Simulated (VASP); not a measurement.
A run of VASP 6.6.1:

Contents of INCAR:

```
PREC = Accurate
ENCUT = 520
EDIFF = 1E-6
ISMEAR = -1
SIGMA = 0.1
LREAL = F
LASPH = T
NELM = 100
ALGO = Normal
ISIF = 2
LWAVE = F
LCHARG = F
GGA = CA
NBANDS = 14
```

The input KPOINTS:

```
regular mesh
0
Gamma
  9 9 14
```

File POSCAR:

```
P
1.0
    4.4363480106      0.0000000000      0.0000000000
   -2.2181740053      3.8419900772      0.0000000000
    0.0000000000      0.0000000000      2.5096059673
P
3
Direct
    0.0000000000      0.0000000000      0.0000000000
    0.3333333333      0.6666666667      0.5000000000
    0.6666666667      0.3333333333      0.5000000000
```

Potentials or basis: VASP PAW LDA potentials, release 64 (P).

Run with:

```sh
$ cat potpaw_LDA.64/P/POTCAR > POTCAR
$ mpirun -np 1 vasp_std > vasp.out
```

Hardware: 1 thread of Intel(R) Xeon(R) Platinum 8375C CPU @ 2.90GHz (Ice Lake) (shared host).

Estimate the wall time of this run.

It took 44 s on 1 thread of Intel(R) Xeon(R) Platinum 8375C CPU @ 2.90GHz (Ice Lake), on a shared host, peak memory 0.16 GiB. Counts: scf iterations 10, k points 96.
